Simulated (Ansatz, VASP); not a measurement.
Al8N: VASP beside Ansatz

File INCAR:

```
  ALGO = Normal
  DIPOL = 0.5 0.5 0.398
  EDIFF = 1E-7
  ENCUT = 520
  GGA = PE
  IDIPOL = 3
  ISIF = 2
  ISMEAR = 0
  LASPH = T
  LCHARG = T
  LDIPOL = T
  LELF = T
  LREAL = F
  LVACPOTAV = T
  LVHAR = T
  LWAVE = F
  NBANDS = 24
  NELM = 80
  PREC = Accurate
  SIGMA = 0.1
```

Contents of KPOINTS:

```
k-points
0
Gamma
  9 9 1
```

The input POSCAR:

```
Al8N
1.0
    2.8543223330      0.0000000000      0.0000000000
   -1.4271611665      2.4719156510      0.0000000000
    0.0000000000      0.0000000000     33.4760593533
Al N
8 1
Direct
    0.3333333333      0.6666666667      0.1194883770
    0.0000000000      0.0000000000      0.1895622803
    0.6666666667      0.3333333333      0.2596361837
    0.0000000000      0.0000000000      0.3297100869
    0.3333333333      0.6666666667      0.3992195594
    0.0000000000      0.0000000000      0.4696536480
    0.6666666667      0.3333333333      0.5400996810
    0.0000000000      0.0000000000      0.6116627748
    0.6666666667     -0.6666666667      0.6621466141
```

Input for Ansatz:

```yaml
crystal:
  lattice:
    - [2.854322333, 0.0, 0.0]
    - [-1.4271611665, 2.471915651, 0.0]
    - [0.0, 0.0, 33.4760593533]
  atoms:
    - { symbol: Al, position: [0.3333333333, 0.6666666667, 0.119488377] }
    - { symbol: Al, position: [0.0, 0.0, 0.1895622803] }
    - { symbol: Al, position: [0.6666666667, 0.3333333333, 0.2596361837] }
    - { symbol: Al, position: [0.0, 0.0, 0.3297100869] }
    - { symbol: Al, position: [0.3333333333, 0.6666666667, 0.3992195594] }
    - { symbol: Al, position: [0.0, 0.0, 0.469653648] }
    - { symbol: Al, position: [0.6666666667, 0.3333333333, 0.540099681] }
    - { symbol: Al, position: [0.0, 0.0, 0.6116627748] }
    - { symbol: "N", position: [0.6666666667, -0.6666666667, 0.6621466141] }
basis:
  ecutwfc: 420
kpoints:
  mp_grid: { grid: [9, 9, 1] }
hamiltonian:
  xc: pbe
scf:
  occupations: { method: gaussian, width: 0.1 }
output:
  forces: true
  eigenvalues: true
efield:
  axis: 3
  dipole_correction: true
  ramp_width: 0.04
```

Alike in both runs: task single point; functional PBE; k mesh 9 × 9 × 1; occupations gaussian, width 0.1 eV; no spin polarisation.

```csv
,VASP,Ansatz
version,VASP 6.6.1,Ansatz 0.2.0
potentials or method,"VASP PAW PBE potentials, release 64 (Al, N), cutoff 520 eV","scalar-relativistic, plane waves, PAW"
valence electrons in the cell,29,29
```

Ansatz gave:

- gap on the k mesh at the Fermi level (eV): none
- rms of the force components (eV/Å): 0.932
- work function, face that differs most (eV): 4.09

Q: What did VASP give for the same quantities?

A: gap on the k mesh at the Fermi level (eV): none; rms of the force components (eV/Å): 0.929; work function, face that differs most (eV): 4.09.

Atom by atom the forces differ by 0.003 eV/Å (rms over components). A gap of «none» marks a metal or a gap that the smearing closes. With one functional, cell and mesh, what is left measures potentials, basis and numerics.
